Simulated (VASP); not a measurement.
Runs of VASP 6.6.1 on AlNi. The structure is that of space group P4/mmm (No. 123), or close to it. The cells are those of the table. 

| cell | gap on the mesh (eV) | pressure (GPa) |
| --- | --- | --- |
| a = 2.773, b = 2.773, c = 3.099 Å, angles 90.0, 90.0, 89.6°, 2 atoms | none | -2.2 |
| a = 2.738, b = 2.738, c = 3.099 Å, angles 90.0, 90.0, 91.0°, 2 atoms | none | (b) |
| a = 2.732, b = 2.732, c = 3.099 Å, angles 90.0, 90.0, 91.3°, 2 atoms | none | (a) |
| a = 2.759, b = 2.759, c = 3.099 Å, angles 90.0, 90.0, 90.1°, 2 atoms | none | -0.5 |
| a = 2.725, b = 2.725, c = 3.099 Å, angles 90.0, 90.0, 91.6°, 2 atoms | none | 4.3 |
| a = 2.779, b = 2.779, c = 3.099 Å, angles 90.0, 90.0, 89.3°, 2 atoms | none | -3.0 |

Alike in all rows: task single point; level r2SCAN; potentials or basis VASP PAW PBE potentials, release 64 (Al, Ni); no spin polarisation; k mesh 18 × 18 × 16; cutoff (eV) 520; smearing gaussian 0.15 eV.

Task: Fill in the values left out.

Result: (a) 3.3; (b) 2.3.

Caveats: the PAW data sets were made with another functional, which shifts forces and pressure a little.

A gap of «none» marks levels without a gap at the run's occupations.
